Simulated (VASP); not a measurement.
Wanted: the native input for a VASP 6.6.1 run.

- Task: single point
- Functional: PBE
- Potentials or basis: VASP PAW PBE potentials, release 64 (Ti_sv, N)
- Cutoff: 520 eV
- k mesh: 18 × 18 × 18
- Occupations: gaussian, width 0.1 eV
- Spin: no spin polarisation
- Dipole correction: no
- Further INCAR settings: ALGO = Normal; EDIFF = 1e-06; NBANDS = 16

The structure of TiN lies in POSCAR:

```
TiN
1.0
    0.0000000000      2.0347869881      2.0347869881
    2.0347869881      0.0000000000      2.0347869881
    2.0347869881      2.0347869881      0.0000000000
Ti N
1 1
Direct
    0.0000000000      0.0000000000      0.0000000000
    0.5000000000      0.5000000000      0.5000000000
```

This cell differs from its parent crystal: volume scaled by 0.88.

One way to write it, as run:

INCAR

```
PREC = Accurate ; ENCUT = 520
EDIFF = 1E-6 ; ISMEAR = 0
SIGMA = 0.1 ; LREAL = F
LASPH = T ; NELM = 60
ALGO = Normal ; ISIF = 2
LWAVE = F ; LCHARG = F
GGA = PE ; NBANDS = 16
```

KPOINTS

```
Automatic mesh
0
Gamma
  18 18 18
```

Potentials or basis: VASP PAW PBE potentials, release 64 (Ti_sv, N).

Launch:

```bash
$ cat potpaw_PBE.64/Ti_sv/POTCAR potpaw_PBE.64/N/POTCAR > POTCAR
$ mpirun -np 1 vasp_std > vasp.out
```

It gave:

```yaml
Pressure: 47.0 GPa
```

Wall time 51 s on 1 thread of Intel(R) Xeon(R) 6975P-C (Granite Rapids) (shared host), peak memory 0.18 GiB.
